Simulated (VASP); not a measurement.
Write the native input for VASP 6.6.1 that does the following.

* Task: single point
* Functional: PBEsol
* Potentials or basis: VASP PAW PBE potentials, release 64 (Fe, Al)
* Cutoff: 520 eV
* k mesh: 9 × 9 × 9
* Occupations: fermi-dirac, width 0.05 eV
* Spin: collinear spin, ferromagnetic start
* Starting moments: [-0.72, 0.0] μB
* Dipole correction: no
* Further INCAR settings: ALGO = Fast; EDIFF = 1e-06; NBANDS = 16

The structure of AlFe lies in POSCAR:

```
AlFe
1.0
    2.9100000000      0.0000000000      0.0000000000
    0.0000000000      2.9100000000      0.0000000000
    0.0000000000      0.0000000000      2.9100000000
Fe Al
1 1
Direct
    0.5000000000      0.5000000000      0.5000000000
    0.0000000000      0.0000000000      0.0000000000
```

One way to write it, as run:

INCAR

```
SYSTEM = AlFe
ALGO = Fast
EDIFF = 1E-6
ENCUT = 520
GGA = PS
ISIF = 2
ISMEAR = -1
ISPIN = 2
LASPH = .TRUE.
LCHARG = .FALSE.
LMAXMIX = 4
LORBIT = 11
LREAL = .FALSE.
LWAVE = .FALSE.
MAGMOM = -0.72 0
NBANDS = 16
NELM = 150
PREC = Accurate
SIGMA = 0.05
```

KPOINTS

```
k-points
0
G
  9 9 9
  0 0 0
```

Potentials or basis: VASP PAW PBE potentials, release 64 (Fe, Al).

Command:

```sh
$ cat potpaw_PBE.64/Fe/POTCAR potpaw_PBE.64/Al/POTCAR > POTCAR
$ mpirun -np 1 vasp_std > vasp.out
```

It gave:

| Quantity | Value |
| --- | --- |
| Pressure | -11.0 GPa |
| Net moment | -0.66 μB per cell |
| Site moments | Fe -0.70; Al +0.02 μB |
| Valence electrons inside the program's atomic spheres | Fe 7.35; Al 0.81 |

Caveat: the PAW data sets were made with another functional, which shifts forces and pressure a little.

Run time: 11 s on 1 thread of Intel(R) Xeon(R) 6975P-C (Granite Rapids) (shared host), peak memory 0.15 GiB.
